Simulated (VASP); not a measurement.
Runs of VASP 6.6.1 on CdI. The structure is that of space group F-43m (No. 216), or close to it. The cells are those of the table. 

| task | cell | k mesh | cutoff (eV) | gap on the mesh (eV) | pressure (GPa) | relaxed volume (Å³/atom) |
| --- | --- | --- | --- | --- | --- | --- |
| single point | a = 5.183 Å, angles 120.1, 120.1, 89.9°, 2 atoms | 12 × 12 × 12 | 520 | none | 0.0 | - |
| single point | a = 5.140 Å, angles 120.1, 120.1, 89.9°, 2 atoms | 6 × 6 × 6 | 520 | none | (a) | - |
| relaxation of cell and atoms | relaxed from a = 5.140 Å, angles 120.1, 120.1, 89.9°, 2 atoms | 12 × 12 × 12 | 600 | none | 0.0 | 49.29 |
| relaxation of cell and atoms | relaxed from a = 4.677 Å, angles 120.0, 120.0, 89.9°, 2 atoms | 6 × 6 × 6 | 600 | none | 0.0 | 49.19 |

Alike in all rows: level PBE; potentials or basis VASP PAW PBE potentials, release 64 (Cd, I); no spin polarisation; smearing gaussian 0.1 eV.

**Question.** Estimate the missing entries.

**Answer.** (a) 0.4.

Caveats: spin-orbit coupling is left out, which moves the levels of the heavy elements; an odd number of electrons without spin polarisation forces a metal; a magnetic or distorted state may lie lower; the volume moved by over 15 % at a fixed basis, so the end points are rough (some runs).

A k mesh can miss the band edges, and the runs leave out spin-orbit coupling on Cd, I.

A gap of «none» marks levels without a gap at the run's occupations.
